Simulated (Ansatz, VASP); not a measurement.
## Li in VASP and in Ansatz

The input INCAR:

```
ALGO     = Normal         # electronic algorithm
EDIFF    = 1E-7           # SCF threshold, eV
EDIFFG   = -0.01          # ionic threshold
ENCUT    = 600            # plane-wave cutoff, eV
GGA      = PE             # functional
IBRION   = 2              # ionic algorithm
ISIF     = 3              # what is computed and relaxed
ISMEAR   = 0              # smearing method
LASPH    = T              # aspherical terms in the spheres
LCHARG   = F              # write CHGCAR
LREAL    = F              # projectors in reciprocal space
LWAVE    = F              # write WAVECAR
NELM     = 100            # most SCF steps
NSW      = 80             # ionic steps
PREC     = Accurate       # precision mode
SIGMA    = 0.1            # smearing width, eV
```

File KPOINTS:

```
k-points
0
Gamma
  18 18 18
```

Contents of POSCAR:

```
Li
1.0
   -1.7436088175      1.7436088175      1.6171675123
    1.7436088175     -1.7436088175      1.6171675123
    1.7436088175      1.7436088175     -1.6171675123
Li
1
Direct
    0.0000000000      0.0000000000      0.0000000000
```

Input for Ansatz:

```yaml
crystal:
  lattice:
    - [-1.7436088175, 1.7436088175, 1.6171675123]
    - [1.7436088175, -1.7436088175, 1.6171675123]
    - [1.7436088175, 1.7436088175, -1.6171675123]
  atoms:
    - { symbol: Li, position: [0.0, 0.0, 0.0] }
basis:
  ecutwfc: 420
kpoints:
  mp_grid: { grid: [18, 18, 18] }
hamiltonian:
  xc: pbe
scf:
  occupations: { method: gaussian, width: 0.1 }
output:
  forces: true
  stress: true
  eigenvalues: true
relax:
  adjacent_minimum: "off"
  f_tol: 0.01
  max_steps: 60
  cell: { stress_tol: 0.1 }
```

Alike in both runs: task relaxation of cell and atoms; functional PBE; k mesh 18 × 18 × 18; occupations gaussian, width 0.1 eV; no spin polarisation.

|  | VASP | Ansatz |
| --- | --- | --- |
| version | VASP 6.6.1 | Ansatz 0.2.0 |
| potentials or method | VASP PAW PBE potentials, release 64 (Li_sv), cutoff 600 eV | scalar-relativistic, plane waves, PAW |
| valence electrons in the cell | 3 | 3 |

VASP gave:

* gap on the k mesh at the Fermi level, each at its own relaxed structure (eV): none
* relaxed volume (Å³/atom): 20.15
* relaxed length of the cell vector where the two differ most in proportion (Å): 2.970

Question: Estimate Ansatz's values.

Answer: gap on the k mesh at the Fermi level, each at its own relaxed structure (eV): none; relaxed volume (Å³/atom): 20.25; relaxed length of the cell vector where the two differ most in proportion (Å): 2.974.

A gap of «none» marks a metal or a gap that the smearing closes.

Noted on VASP's run: the cutoff is under 1.25 times that of the potentials, so the pressure is a little rough.
